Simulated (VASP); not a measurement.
Here is a VASP 6.6.1 calculation.

File INCAR:

```
SYSTEM = LiB18N18
PREC     = Accurate       ! precision mode
ENCUT    = 520            ! plane-wave cutoff, eV
EDIFF    = 1E-7           ! SCF threshold, eV
ISMEAR   = -1             ! smearing method
SIGMA    = 0.01           ! smearing width, eV
LREAL    = Auto         
LASPH    = .TRUE.         ! aspherical terms in the spheres
NELM     = 80             ! most SCF steps
ALGO     = Normal         ! electronic algorithm
ISIF     = 2              ! what is computed and relaxed
LWAVE    = .FALSE.        ! write WAVECAR
LCHARG   = .FALSE.        ! write CHGCAR
GGA      = PE             ! functional
IBRION   = 2              ! ionic algorithm
NSW      = 90             ! ionic steps
EDIFFG   = -0.02          ! ionic threshold
NELECT   = 146.0
```

Contents of KPOINTS:

```
Automatic mesh
0
Gamma
  1 1 1
  0.25 0.25 0.25
```

POSCAR

```
LiB18N18
1.0
    7.4650312800      0.0000000000      0.0000000000
   -3.7325156400      6.4649067300      0.0000000000
    0.0000000000      0.0000000000      6.4954828800
B N Li
18 18 1
Direct
    0.1111111100      0.2222222200      0.2500000000
    0.2222222200      0.1111111100      0.7500000000
    0.1113836500      0.5553636100      0.2407197700
    0.2222222200      0.4444444400      0.7500000000
    0.1125696300      0.8891110300      0.2488507200
    0.2215882300      0.7777488000      0.7601642300
    0.4444444400      0.2222222200      0.2500000000
    0.5552720200      0.1114443100      0.7602334100
    0.4444444400      0.5555555600      0.2500000000
    0.5555555600      0.4444444400      0.7500000000
    0.4440566400      0.8889839000      0.2489663100
    0.5555555600      0.7777777800      0.7500000000
    0.7777209800      0.2216482900      0.2407356100
    0.8890168200      0.1125979000      0.7522646900
    0.7777777800      0.5555555600      0.2500000000
    0.8889084300      0.4440945800      0.7519070900
    0.7777777800      0.8888888900      0.2500000000
    0.8888888900      0.7777777800      0.7500000000
    0.1111111100      0.2222222200      0.7500000000
    0.2222222200      0.1111111100      0.2500000000
    0.1109581600      0.5553996500      0.7513034600
    0.2222222200      0.4444444400      0.2500000000
    0.1115216500      0.8889599300      0.7645726400
    0.2220066800      0.7776824100      0.2496130200
    0.4444444400      0.2222222200      0.7500000000
    0.5553678100      0.1109738900      0.2495310000
    0.4444444400      0.5555555600      0.7500000000
    0.5555555600      0.4444444400      0.2500000000
    0.4440032900      0.8890235400      0.7637795000
    0.5555555600      0.7777777800      0.2500000000
    0.7776193600      0.2221090100      0.7513792900
    0.8889619600      0.1116103200      0.2364272400
    0.7777777800      0.5555555600      0.7500000000
    0.8889461800      0.4440572300      0.2370878700
    0.7777777800      0.8888888900      0.7500000000
    0.8888888900      0.7777777800      0.2500000000
    0.3333340000      0.3333340000      0.5000000000
```

Potentials or basis: VASP PAW PBE potentials, release 64 (B, N, Li_sv).

The run is started by

```bash
$ cat potpaw_PBE.64/B/POTCAR potpaw_PBE.64/N/POTCAR potpaw_PBE.64/Li_sv/POTCAR > POTCAR
$ mpirun -np 1 vasp_std > vasp.out
```

(1) Estimate the energy gained by relaxing.

Results:

(1) 13.1 meV/atom.

Caveat: the cell carries a net charge on a neutralising background, which shifts energy and pressure.
